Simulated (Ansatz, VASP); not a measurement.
TiAl3: VASP beside Ansatz

POSCAR

```
TiAl3
1.0
    3.9004807245      0.0000000000      0.0000000000
    0.0000000000      3.9004807245      0.0000000000
    0.0000000000      0.0000000000      8.7351066756
Ti Al
2 6
Direct
    0.0000000000      0.0000000000      0.0000000000
    0.5000000000      0.5000000000      0.5000000000
    0.5000000000      0.5000000000      0.0000000000
    0.0000000000      0.5000000000      0.2500000000
    0.5000000000      0.0000000000      0.2500000000
    0.0000000000      0.0000000000      0.5000000000
    0.5000000000      0.0000000000      0.7500000000
    0.0000000000      0.5000000000      0.7500000000
```

INCAR.step1

```
PREC = Accurate ; ENCUT = 520
ISMEAR = 0 ; SIGMA = 0.1
LREAL = False ; LASPH = True
NELM = 100 ; NBANDS = 31
GGA = PE ; ALGO = Normal
EDIFF = 1E-4 ; LWAVE = True
LCHARG = False
```

Contents of INCAR.step2:

```
PREC = Accurate ; ENCUT = 520
EDIFF = 1E-6 ; ISMEAR = 0
SIGMA = 0.1 ; LREAL = False
LASPH = True ; NELM = 100
ALGO = Normal ; ISIF = 2
LWAVE = False ; LCHARG = False
METAGGA = R2SCAN ; LMIXTAU = True
NBANDS = 31 ; ISTART = 1
```

KPOINTS

```
Automatic mesh
0
Gamma
  10 10 4
```

Input for Ansatz:

```yaml
crystal:
  lattice:
    - [3.9004807245, 0.0, 0.0]
    - [0.0, 3.9004807245, 0.0]
    - [0.0, 0.0, 8.7351066756]
  atoms:
    - { symbol: Ti, position: [0.0, 0.0, 0.0] }
    - { symbol: Ti, position: [0.5, 0.5, 0.5] }
    - { symbol: Al, position: [0.5, 0.5, 0.0] }
    - { symbol: Al, position: [0.0, 0.5, 0.25] }
    - { symbol: Al, position: [0.5, 0.0, 0.25] }
    - { symbol: Al, position: [0.0, 0.0, 0.5] }
    - { symbol: Al, position: [0.5, 0.0, 0.75] }
    - { symbol: Al, position: [0.0, 0.5, 0.75] }
basis:
  ecutwfc: 500
kpoints:
  mp_grid: { grid: [10, 10, 4] }
hamiltonian:
  xc: r2scan
scf:
  occupations: { method: gaussian, width: 0.1 }
output:
  forces: true
  stress: true
  eigenvalues: true
  write_density: true
  write_potential: true
  elf: true
  volumetric_format: npy
```

Change from the starting cell: equal strain along all axes, cell held, atoms relaxed: +2.0 %.

Alike in both runs: task single point; functional r2SCAN; k mesh 10 × 10 × 4; occupations gaussian, width 0.1 eV; no spin polarisation.

|  | VASP | Ansatz |
| --- | --- | --- |
| version | VASP 6.6.1 | Ansatz 0.2.0 |
| potentials or method | VASP PAW PBE potentials, release 64 (Ti_sv, Al), cutoff 520 eV | scalar-relativistic, plane waves, PAW |
| valence electrons in the cell | 42 | 42 |

```csv
,VASP,Ansatz,Ansatz less VASP
gap on the k mesh at the Fermi level (eV),none,none,-
pressure (GPa),-6.1,-6.1,+0.04
"traceless stress, the component that is largest in VASP (GPa)",0.28,0.26,-0.015
```

VASP's potentials were made for PBE, not for r2SCAN. A gap of «none» marks a metal or a gap that the smearing closes.
